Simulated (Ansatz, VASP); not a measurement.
# One calculation of LiF, two programs

Contents of INCAR:

```
SYSTEM = LiF
  ALGO = Normal
  EDIFF = 1E-6
  ENCUT = 520
  GGA = PE
  ISIF = 2
  ISMEAR = 0
  LASPH = .True.
  LCHARG = .False.
  LREAL = .False.
  LWAVE = .False.
  NBANDS = 18
  NELM = 60
  PREC = Accurate
  SIGMA = 0.05
```

File KPOINTS:

```
k-points
0
Gamma
  9 9 6
  0 0 0
```

Contents of POSCAR:

```
LiF
1.0
    3.4191227662      0.0000000000      0.0000000000
   -1.7095613831      2.9610471742      0.0000000000
    0.0000000000      0.0000000000      4.7525806451
Li F
2 2
Direct
    0.3333333333      0.6666666667      0.3810713234
    0.6666666667      0.3333333333      0.8810713234
    0.3333333333      0.6666666667      0.9939266766
    0.6666666667      0.3333333333      0.4939266766
```

Input for Ansatz:

```yaml
crystal:
  lattice:
    - [3.4191227662, 0.0, 0.0]
    - [-1.7095613831, 2.9610471742, 0.0]
    - [0.0, 0.0, 4.7525806451]
  atoms:
    - { symbol: Li, position: [0.3333333333, 0.6666666667, 0.3810713234] }
    - { symbol: Li, position: [0.6666666667, 0.3333333333, 0.8810713234] }
    - { symbol: F, position: [0.3333333333, 0.6666666667, 0.9939266766] }
    - { symbol: F, position: [0.6666666667, 0.3333333333, 0.4939266766] }
basis:
  ecutwfc: 520.0
kpoints:
  mp_grid: { grid: [9, 9, 6] }
hamiltonian:
  xc: pbe
scf:
  occupations: { method: gaussian, width: 0.05 }
output:
  forces: true
  stress: true
  eigenvalues: true
```

Alike in both runs: task single point; functional PBE; k mesh 9 × 9 × 6; occupations gaussian, width 0.05 eV; no spin polarisation.

|  | VASP | Ansatz |
| --- | --- | --- |
| version | VASP 6.6.1 | Ansatz 0.2.0 |
| potentials or method | VASP PAW PBE potentials, release 64 (Li_sv, F), cutoff 520 eV | scalar-relativistic, plane waves, PAW |
| valence electrons in the cell | 20 | 20 |

|  | VASP | Ansatz | Ansatz less VASP |
| --- | --- | --- | --- |
| gap on the k mesh at the Fermi level (eV) | 6.81 | 6.81 | +0.007 |
| least direct gap on the mesh (eV) | 6.81 | 6.81 | +0.007 |
| rms of the force components (eV/Å) | 0.153 | 0.143 | -0.0098 |

Atom by atom the forces differ by 0.010 eV/Å (rms over components). With one functional, cell and mesh, what is left measures potentials, basis and numerics.

Noted on VASP's run: the cutoff is short for stress, so the pressure is rough.
